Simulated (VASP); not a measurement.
# W (Im-3m) in VASP: further runs

Runs on W. Level: r2SCAN. Tasks: single point.

Program: VASP 6.6.1. These are calculated values, not measurements. Logs are shortened: lines on timing, memory, paths and dates and some standing lists are left out, and cuts for length are marked.

### 1 The cell of the first run

It takes space group Im-3m (No. 229, cubic). The conventional cell has a = 3.136 Å, b = 3.136 Å, c = 3.136 Å, α = 90.00°, β = 90.00°, γ = 90.00°. W (site symmetry m-3m) has 14 W at 2.72 to 3.14 Å within 3.6 Å.

### 2 Single point, r2SCAN

POSCAR

```
W
1.0
   -1.5681528005      1.5681528005      1.5681528005
    1.5681528005     -1.5681528005      1.5681528005
    1.5681528005      1.5681528005     -1.5681528005
W
1
Direct
    0.0000000000      0.0000000000      0.0000000000
```

INCAR.step1

```
ALGO = Normal
EDIFF = 1E-4
ENCUT = 520
GGA = PE
ISMEAR = 1
LASPH = T
LCHARG = F
LREAL = F
LWAVE = T
NBANDS = 13
NELM = 60
PREC = Accurate
SIGMA = 0.1
```

INCAR.step2

```
ALGO = Normal
EDIFF = 1E-7
ENCUT = 520
ISIF = 2
ISMEAR = 1
ISTART = 1
LASPH = T
LCHARG = F
LMIXTAU = T
LREAL = F
LWAVE = F
METAGGA = R2SCAN
NBANDS = 13
NELM = 60
PREC = Accurate
SIGMA = 0.1
```

KPOINTS

```
k-points
0
Gamma
  13 13 13
```

Potentials or basis: VASP PAW PBE potentials, release 64 (W_sv).

On the command line:

```sh
$ cat potpaw_PBE.64/W_sv/POTCAR > POTCAR
$ cp INCAR.step1 INCAR
$ mpirun -np 1 vasp_std > vasp.out
$ cp INCAR.step2 INCAR
$ mpirun -np 1 vasp_std > vasp.out
```

OUTCAR:

```text
EDIFF = 1E-7
   ENCUT = 520
   ISIF = 2
   ISMEAR = 1
   ISTART = 1
   LASPH = T
   LREAL = F
   METAGGA = R2SCAN
   NELM = 60
   PREC = Accurate

 ion  position               nearest neighbor table
   1  0.000  0.000  0.000-

  LATTYP: Found a body centered cubic cell.
 ALAT       =     3.1363056010

  Lattice vectors:

 A1 = (  -1.5681528005,   1.5681528005,   1.5681528005)
 A2 = (   1.5681528005,  -1.5681528005,   1.5681528005)
 A3 = (   1.5681528005,   1.5681528005,  -1.5681528005)

Analysis of symmetry for initial positions (statically):
=====================================================================
 Subroutine PRICEL returns:
 Original cell was already a primitive cell.

 Routine SETGRP: Setting up the symmetry group for a
 body centered cubic supercell.

 Subroutine GETGRP returns: Found 48 space group operations
 (whereof 48 operations were pure point group operations)
 out of a pool of 48 trial point group operations.

The static configuration has the point symmetry O_h .

Analysis of symmetry for dynamics (positions and initial velocities):
=====================================================================
 Subroutine PRICEL returns:
 Original cell was already a primitive cell.

 Routine SETGRP: Setting up the symmetry group for a
 body centered cubic supercell.

 Subroutine GETGRP returns: Found 48 space group operations
 (whereof 48 operations were pure point group operations)
 out of a pool of 48 trial point group operations.

The dynamic configuration has the point symmetry O_h .

 Subroutine INISYM returns: Found 48 space group operations
 (whereof 48 operations are pure point group operations),
 and found     1 'primitive' translations

----------------------------------------------------------------------------------------

                                     Primitive cell

  volume of cell :      15.4250

  direct lattice vectors                    reciprocal lattice vectors
    -1.568152801  1.568152801  1.568152801     0.000000000  0.318846480  0.318846480
     1.568152801 -1.568152801  1.568152801     0.318846480  0.000000000  0.318846480
     1.568152801  1.568152801 -1.568152801     0.318846480  0.318846480  0.000000000

  length of vectors
     2.716120324  2.716120324  2.716120324     0.450917016  0.450917016  0.450917016

  position of ions in fractional coordinates (direct lattice)
     0.000000000  0.000000000  0.000000000

[... 81 lines left out ...]
   ISIF   =      2    stress and relaxation
   ISYM   =      2    0-nonsym 1-usesym 2-fastsym
   POTIM  = 0.5000    time-step for ionic-motion
   TEBEG  =    0.0;   TEEND  =   0.0 temperature during run
   PSTRESS=    0.0 pullay stress
   NELECT =      14.0000    total number of electrons
   NUPDOWN=      -1.0000    fix difference up-down
   EMIN   =  10.00;   EMAX   =-10.00  energy-range for DOS
   EFERMI =   0.00;   METHOD = LEGACY
   ISMEAR =     1;   SIGMA  =   0.10  broadening in eV -4-tet -1-fermi 0-gaus
   EFERMI_NEDOS =   21; number of points for ismear=-14 and -15
   IALGO  =     38    algorithm
   IMIX   =      4    mixing-type and parameters
     AMIX     =   0.40;   BMIX     =  1.00
     AMIX_MAG =   1.60;   BMIX_MAG =  1.00
  volume/ion in A,a.u.               =      15.42       104.09
  Fermi-wavevector in a.u.,A,eV,Ry     =   1.585048  2.995307 34.182974  2.512378
  Thomas-Fermi vector in A             =   2.684572
   LORBIT       =      0    0 simple, 1 ext, 2 COOP (PROOUT), +10 PAW based schemes
   METAGGA = R2SCAN    functional components
   LHFCALC =     F    Hartree Fock is set to
   AEXX    =    0.0000 exact exchange contribution
   IVDW    =     0    specifies the selected vdW correction
   LEPSILON=     F    determine dielectric tensor
   LRPA    =     F    only Hartree local field effects (RPA)
 non-spin polarized calculation
 Methfessel and Paxton  Order N= 1 SIGMA  =   0.10
  energy-cutoff  :      520.00
  volume of cell :       15.42
 maximum number of plane-waves:       429
   NGX = 11   NGY = 11   NGZ = 11

 number of electron      14.0000004 magnetization

 Free energy of the ion-electron system (eV)
  ---------------------------------------------------
  ext. energy  EPLUGINS =         0.00000000
  ---------------------------------------------------
  free energy    TOTEN  =       -51.34702701 eV

  energy without entropy =      -51.34666450  energy(sigma->0) =      -51.34690617

 E-fermi :  11.7733     XC(G=0): -15.1369

 val. band max:       11.5440590301   @ k =  -0.3077   0.3077   0.2308
 cond. band min:      11.7975180763   @ k =   0.4615   0.0769   0.0000
 fundamental gap:      0.2534590461
 Fermi energy:        11.7733164254

 k-point     1 :       0.0000    0.0000    0.0000
  band No.  band energies     occupation
      1     -64.3872      2.00000
      2     -27.2014      2.00000
      3     -27.2014      2.00000
      4     -27.2014      2.00000
      5       1.4073      2.00000
      6      10.3600      2.00000
      7      10.3600      2.00000
      8      10.3600      2.00000
      9      14.3149      0.00000
     10      14.3149      0.00000
     11      27.0082      0.00000
     12      27.0083      0.00000
     13      27.0083      0.00000
[... 354 lines left out ...]
  band No.  band energies     occupation
      1     -64.2640      2.00000
      2     -28.2781      2.00000
      3     -27.5308      2.00000
      4     -27.2850      2.00000
      5       5.2458      2.00000
      6       8.3388      2.00000
      7       9.0841      2.00000
      8      14.0132      0.00000
      9      14.7419      0.00000
     10      15.9780      0.00000
     11      26.9210      0.00000
     12      27.5239      0.00000
     13      31.5655      0.00000

 [... further k-points ...]

------------------------ aborting loop because EDIFF is reached ----------------------------------------

  FORCE on cell =-STRESS in cart. coord.  units (eV):
  Direction    XX          YY          ZZ          XY          YZ          ZX
  --------------------------------------------------------------------------------------
  -------------------------------------------------------------------------------------
  Total        1.1157616      1.1157616      1.1157616      0.0000000      0.0000000     -0.0000000
  in kB      115.8929109    115.8929109    115.8929109      0.0000000      0.0000000     -0.0000000
  external PRESSURE =     115.8929109 kB  Pullay stress =       0.0000000 kB

 VOLUME and BASIS-vectors are now :
 -----------------------------------------------------------------------------
  energy-cutoff  :      520.00
  volume of cell :       15.42
      direct lattice vectors                 reciprocal lattice vectors
    -1.568152801  1.568152801  1.568152801     0.000000000  0.318846480  0.318846480
     1.568152801 -1.568152801  1.568152801     0.318846480  0.000000000  0.318846480
     1.568152801  1.568152801 -1.568152801     0.318846480  0.318846480  0.000000000

 POSITION                                       TOTAL-FORCE (eV/Angst)
 -----------------------------------------------------------------------------------
      0.00000      0.00000      0.00000         0.000000     -0.000000      0.000000
 -----------------------------------------------------------------------------------
    total drift:                                0.000000     -0.000000      0.000000

  FREE ENERGIE OF THE ION-ELECTRON SYSTEM (eV)
  ---------------------------------------------------
  free  energy   TOTEN  =       -51.3470270057 eV

  energy  without entropy=      -51.3466644995  energy(sigma->0) =      -51.34690617
```

Run time: 34 s. Hardware: 1 thread of AMD EPYC 9R45 (Zen 5), shared host; peak memory 0.11 GiB.

What came out:

```
Free energy            : -51.3470 eV
Pressure               : 11.6 GPa
Band gap on the k mesh : zero (band 7 reaches 16.52 eV, above the bottom of band 8 at 10.36 eV)
```

Caveat: the PAW data sets were made with another functional, which shifts forces and pressure a little; spin-orbit coupling is left out, which moves the levels of the heavy elements.

### 3 Single point, r2SCAN

This run uses another cell than the first one, of 15.85 Å³/atom, 1.027 times its volume.

POSCAR

```
W
1.0
   -1.5823450000      1.5823450000      1.5823450000
    1.5823450000     -1.5823450000      1.5823450000
    1.5823450000      1.5823450000     -1.5823450000
W
1
Direct
    0.0000000000      0.0000000000      0.0000000000
```

INCAR.step1

```
SYSTEM = W
ALGO = Normal ; EDIFF = 1E-4
ENCUT = 520 ; GGA = PE
ISMEAR = 1 ; LASPH = .True.
LCHARG = .False. ; LREAL = .False.
LWAVE = .True. ; NBANDS = 13
NELM = 60 ; PREC = Accurate
SIGMA = 0.1
```

INCAR.step2

```
SYSTEM = W
ALGO = Normal ; EDIFF = 1E-6
ENCUT = 520 ; ISIF = 2
ISMEAR = 1 ; ISTART = 1
LASPH = .True. ; LCHARG = .False.
LMIXTAU = .True. ; LREAL = .False.
LWAVE = .False. ; METAGGA = R2SCAN
NBANDS = 13 ; NELM = 60
PREC = Accurate ; SIGMA = 0.1
```

KPOINTS

```
k-points
0
Gamma
  13 13 13
  0 0 0
```

Potentials or basis: VASP PAW PBE potentials, release 64 (W_sv).

On the command line:

```sh
$ cat potpaw_PBE.64/W_sv/POTCAR > POTCAR
$ cp INCAR.step1 INCAR
$ mpirun -np 1 vasp_std > vasp.out
$ cp INCAR.step2 INCAR
$ mpirun -np 1 vasp_std > vasp.out
```

OUTCAR:

```text
SYSTEM = W
   EDIFF = 1E-6
   ENCUT = 520
   ISIF = 2
   ISMEAR = 1
   ISTART = 1
   LASPH = .True.
   LREAL = .False.
   METAGGA = R2SCAN
   NELM = 60
   PREC = Accurate

 ion  position               nearest neighbor table
   1  0.000  0.000  0.000-

  LATTYP: Found a body centered cubic cell.
 ALAT       =     3.1646900000

  Lattice vectors:

 A1 = (  -1.5823450000,   1.5823450000,   1.5823450000)
 A2 = (   1.5823450000,  -1.5823450000,   1.5823450000)
 A3 = (   1.5823450000,   1.5823450000,  -1.5823450000)

Analysis of symmetry for initial positions (statically):
=====================================================================
 Subroutine PRICEL returns:
 Original cell was already a primitive cell.

 Routine SETGRP: Setting up the symmetry group for a
 body centered cubic supercell.

 Subroutine GETGRP returns: Found 48 space group operations
 (whereof 48 operations were pure point group operations)
 out of a pool of 48 trial point group operations.

The static configuration has the point symmetry O_h .

Analysis of symmetry for dynamics (positions and initial velocities):
=====================================================================
 Subroutine PRICEL returns:
 Original cell was already a primitive cell.

 Routine SETGRP: Setting up the symmetry group for a
 body centered cubic supercell.

 Subroutine GETGRP returns: Found 48 space group operations
 (whereof 48 operations were pure point group operations)
 out of a pool of 48 trial point group operations.

The dynamic configuration has the point symmetry O_h .

 Subroutine INISYM returns: Found 48 space group operations
 (whereof 48 operations are pure point group operations),
 and found     1 'primitive' translations

----------------------------------------------------------------------------------------

                                     Primitive cell
[... 114 lines left out ...]
   METAGGA = R2SCAN    functional components
   LHFCALC =     F    Hartree Fock is set to
   AEXX    =    0.0000 exact exchange contribution
   IVDW    =     0    specifies the selected vdW correction
   LEPSILON=     F    determine dielectric tensor
   LRPA    =     F    only Hartree local field effects (RPA)
 non-spin polarized calculation
 Methfessel and Paxton  Order N= 1 SIGMA  =   0.10
  energy-cutoff  :      520.00
  volume of cell :       15.85
 maximum number of plane-waves:       438
   NGX = 11   NGY = 11   NGZ = 11

 number of electron      14.0000004 magnetization

 Free energy of the ion-electron system (eV)
  ---------------------------------------------------
  ext. energy  EPLUGINS =         0.00000000
  ---------------------------------------------------
  free energy    TOTEN  =       -51.36519592 eV

  energy without entropy =      -51.36507947  energy(sigma->0) =      -51.36515710

 E-fermi :  11.3281     XC(G=0): -14.9605

 val. band max:       11.3257758876   @ k =   0.4615   0.0769   0.0000
 cond. band min:      11.4108087078   @ k =  -0.4615   0.4615   0.2308
 fundamental gap:      0.0850328202
 Fermi energy:        11.3280859195

 k-point     1 :       0.0000    0.0000    0.0000
  band No.  band energies     occupation
      1     -64.8166      2.00000
      2     -27.6762      2.00000
      3     -27.6762      2.00000
      4     -27.6762      2.00000
      5       1.1631      2.00000
      6      10.0118      2.00000
      7      10.0118      2.00000
      8      10.0118      2.00000
      9      13.8586      0.00000
     10      13.8587      0.00000
     11      26.5537      0.00000
     12      26.5537      0.00000
     13      26.5537      0.00000
[... 354 lines left out ...]
  band No.  band energies     occupation
      1     -64.7072      2.00000
      2     -28.6617      2.00000
      3     -27.9782      2.00000
      4     -27.7519      2.00000
      5       4.9410      2.00000
      6       8.0608      2.00000
      7       8.7505      2.00000
      8      13.5562      0.00000
      9      14.2629      0.00000
     10      15.4232      0.00000
     11      26.3441      0.00000
     12      26.7129      0.00000
     13      30.6802      0.00000

 [... further k-points ...]

------------------------ aborting loop because EDIFF is reached ----------------------------------------

  FORCE on cell =-STRESS in cart. coord.  units (eV):
  Direction    XX          YY          ZZ          XY          YZ          ZX
  --------------------------------------------------------------------------------------
  -------------------------------------------------------------------------------------
  Total        0.2148815      0.2148815      0.2148815     -0.0000000     -0.0000000      0.0000000
  in kB       21.7243126     21.7243126     21.7243126     -0.0000000     -0.0000000      0.0000000
  external PRESSURE =      21.7243126 kB  Pullay stress =       0.0000000 kB

 VOLUME and BASIS-vectors are now :
 -----------------------------------------------------------------------------
  energy-cutoff  :      520.00
  volume of cell :       15.85
      direct lattice vectors                 reciprocal lattice vectors
    -1.582345000  1.582345000  1.582345000     0.000000000  0.315986716  0.315986716
     1.582345000 -1.582345000  1.582345000     0.315986716  0.000000000  0.315986716
     1.582345000  1.582345000 -1.582345000     0.315986716  0.315986716  0.000000000

 POSITION                                       TOTAL-FORCE (eV/Angst)
 -----------------------------------------------------------------------------------
      0.00000      0.00000      0.00000         0.000000      0.000000     -0.000000
 -----------------------------------------------------------------------------------
    total drift:                               -0.000000     -0.000000      0.000000

  FREE ENERGIE OF THE ION-ELECTRON SYSTEM (eV)
  ---------------------------------------------------
  free  energy   TOTEN  =       -51.3651959199 eV

  energy  without entropy=      -51.3650794699  energy(sigma->0) =      -51.36515710
```

OUTCAR.step1:

```text
SYSTEM = W
   EDIFF = 1E-4
   ENCUT = 520
   GGA = PE
   ISMEAR = 1
   LASPH = .True.
[... 600 lines left out ...]
 POSITION                                       TOTAL-FORCE (eV/Angst)
 -----------------------------------------------------------------------------------
      0.00000      0.00000      0.00000         0.000000      0.000000      0.000000
 -----------------------------------------------------------------------------------
    total drift:                               -0.000000     -0.000000      0.000000

  FREE ENERGIE OF THE ION-ELECTRON SYSTEM (eV)
  ---------------------------------------------------
  free  energy   TOTEN  =       -12.9625224903 eV

  energy  without entropy=      -12.9626088959  energy(sigma->0) =      -12.96255129
```

OSZICAR.step1:

```text
N       E                     dE             d eps       ncg     rms          rms(c)
DAV:   1     0.841533894998E+02    0.84153E+02   -0.75783E+03  2192   0.123E+03
DAV:   2    -0.119293389344E+02   -0.96083E+02   -0.92349E+02  2504   0.317E+02
DAV:   3    -0.135694455575E+02   -0.16401E+01   -0.16345E+01  2364   0.401E+01
DAV:   4    -0.135757722637E+02   -0.63267E-02   -0.63266E-02  2454   0.276E+00
DAV:   5    -0.135758246156E+02   -0.52352E-04   -0.52350E-04  2399   0.236E-01    0.209E+01
DAV:   6    -0.130911364311E+02    0.48469E+00   -0.40404E-01  2289   0.855E+00    0.842E+00
DAV:   7    -0.129664958712E+02    0.12464E+00   -0.20855E-01  2414   0.584E+00    0.609E-01
DAV:   8    -0.129625124513E+02    0.39834E-02   -0.41400E-03  2234   0.834E-01    0.713E-02
DAV:   9    -0.129625224903E+02   -0.10039E-04   -0.58042E-05  1612   0.985E-02
   1 F= -.12962522E+02 E0= -.12962551E+02  d E =0.864056E-04
```

Wall time 30 s (1 thread of AMD EPYC 9R45 (Zen 5), shared host); peak memory 0.11 GiB.

What came out:

```yaml
Free_energy: -51.3652 eV
Pressure: 2.2 GPa
Band_gap_on_the_k_mesh: zero (band 7 reaches 15.95 eV, above the bottom of band 8 at 10.01 eV)
```

Caveat: the PAW data sets were made with another functional, which shifts forces and pressure a little; spin-orbit coupling is left out, which moves the levels of the heavy elements.
